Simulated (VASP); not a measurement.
Here is a VASP 6.6.1 calculation.

The input INCAR:

```
SYSTEM = AgCl
PREC     = Accurate       ! precision mode
ENCUT    = 520            ! plane-wave cutoff, eV
EDIFF    = 1E-6           ! SCF threshold, eV
ISMEAR   = 0              ! smearing method
SIGMA    = 0.05           ! smearing width, eV
LREAL    = .False.        ! projectors in reciprocal space
LASPH    = .True.         ! aspherical terms in the spheres
NELM     = 80             ! most SCF steps
ALGO     = Normal         ! electronic algorithm
ISIF     = 2              ! what is computed and relaxed
LWAVE    = .False.        ! write WAVECAR
LCHARG   = .False.        ! write CHGCAR
GGA      = PE             ! functional
NBANDS   = 16             ! bands
```

Contents of KPOINTS:

```
regular mesh
0
Gamma
  8 8 8
  0 0 0
```

Contents of POSCAR:

```
AgCl
1.0
    0.0000000000      2.6937819368      2.6937819368
    2.6937819368      0.0000000000      2.6937819368
    2.6937819368      2.6937819368      0.0000000000
Ag Cl
1 1
Direct
    0.5000000000      0.5000000000      0.5000000000
    0.0000000000      0.0000000000      0.0000000000
```

Potentials or basis: VASP PAW PBE potentials, release 64 (Ag, Cl).

The run is started by

```console
$ cat potpaw_PBE.64/Ag/POTCAR potpaw_PBE.64/Cl/POTCAR > POTCAR
$ mpirun -np 1 vasp_std > vasp.out
```

Task: Predict the band gap on the k mesh.

Result: 0.91 eV, indirect (least direct gap 3.49 eV).

Task: Predict the pressure.

Result: 6.9 GPa.

Caveat: the cell differs from its parent crystal (strain -0.040 along x and y, -0.040 along z). A k mesh can miss the band edges.
